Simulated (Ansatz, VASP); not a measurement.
MoSe2: VASP beside Ansatz

```
CELL_PARAMETERS angstrom
3.26933 0.00000 0.00000
0.00000 13.10920 0.00000
0.00000 0.00000 24.43775
ATOMIC_POSITIONS crystal
Mo 0.00000 0.75000 0.32364
Mo 0.50000 0.25000 0.34834
Mo 0.50000 0.75000 0.41675
Mo 0.00000 0.25000 0.46383
Mo 0.00000 0.75000 0.53617
Mo 0.50000 0.25000 0.58325
Mo 0.50000 0.75000 0.65166
Mo 0.00000 0.25000 0.67636
Se 0.00000 0.37126 0.30631
Se 0.00000 0.12874 0.30631
Se 0.50000 0.88986 0.33914
Se 0.50000 0.61014 0.33914
Se 0.50000 0.37748 0.42481
Se 0.50000 0.12252 0.42481
Se 0.00000 0.87596 0.45862
Se 0.00000 0.62404 0.45862
Se 0.00000 0.37596 0.54138
Se 0.00000 0.12404 0.54138
Se 0.50000 0.87748 0.57519
Se 0.50000 0.62252 0.57519
Se 0.50000 0.38986 0.66086
Se 0.50000 0.11014 0.66086
Se 0.00000 0.87126 0.69369
Se 0.00000 0.62874 0.69369
```

Alike in both runs: functional PBEsol; k mesh 8 × 2 × 1; occupations gaussian, width 0.05 eV; no spin polarisation.

Ansatz relaxed the structure, and its values are those at the end. VASP's run is a single point on that final structure, the one shown.

|  | VASP | Ansatz |
| --- | --- | --- |
| version | VASP 6.6.1 | Ansatz 0.2.0 |
| potentials or method | VASP PAW PBE potentials, release 64 (Mo_sv, Se), cutoff 520 eV | scalar-relativistic, plane waves, PAW |
| valence electrons in the cell | 208 | 368 |

VASP gave:

| Quantity | Value |
| --- | --- |
| gap on the k mesh at the Fermi level (eV) | none |
| rms of the force components (eV/Å) | 0.021 |
| work function, face that differs most (eV) | 4.81 |

Question: What did Ansatz give for the same quantities?

Answer: gap on the k mesh at the Fermi level (eV): none; rms of the force components (eV/Å): 0.001; work function, face that differs most (eV): 4.81.

VASP's potentials were made for PBE, not for PBEsol. A gap of «none» marks a metal or a gap that the smearing closes. VASP's potentials hold 208 valence electrons a cell and Ansatz's 368, so a difference there can come from the potentials and not from the codes. Ansatz's warnings: xc potential rough in thin density.
